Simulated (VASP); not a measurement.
Here is a VASP 6.6.1 calculation.

File INCAR:

```
SYSTEM = TaN
PREC = Accurate
ENCUT = 520
EDIFF = 1E-6
ISMEAR = -1
SIGMA = 0.1
LREAL = .False.
LASPH = .True.
NELM = 100
ALGO = Normal
ISIF = 2
LWAVE = .False.
LCHARG = .True.
LELF = .True.
LVHAR = .True.
NBANDS = 15
```

KPOINTS

```
Automatic mesh
0
Gamma
  12 12 10
  0 0 0
```

File POSCAR:

```
TaN
1.0
    2.9380000000      0.0000000000      0.0000000000
   -1.4690000000      2.5443826363      0.0000000000
    0.0000000000      0.0000000000      2.8830000000
Ta N
1 1
Direct
    0.3333333333      0.6666666667      0.5000000000
    0.0000000000      0.0000000000      0.0000000000
```

Potentials or basis: VASP PAW LDA potentials, release 64 (Ta_pv, N).

Command:

```bash
$ cat potpaw_LDA.64/Ta_pv/POTCAR potpaw_LDA.64/N/POTCAR > POTCAR
$ mpirun -np 1 vasp_std > vasp.out
```

Problem. What does it give for the band gap on the k mesh?

Solution. Zero (band 8 reaches 8.49 eV, above the bottom of band 9 at 7.99 eV).

Problem. Predict the pressure.

Solution. -9.8 GPa.

Stress tensor (GPa, compression positive):
```
 -9.32   0.00   0.00
  0.00  -9.32   0.00
  0.00   0.00 -10.76
```

Caveat: spin-orbit coupling is left out, which moves the levels of the heavy elements.
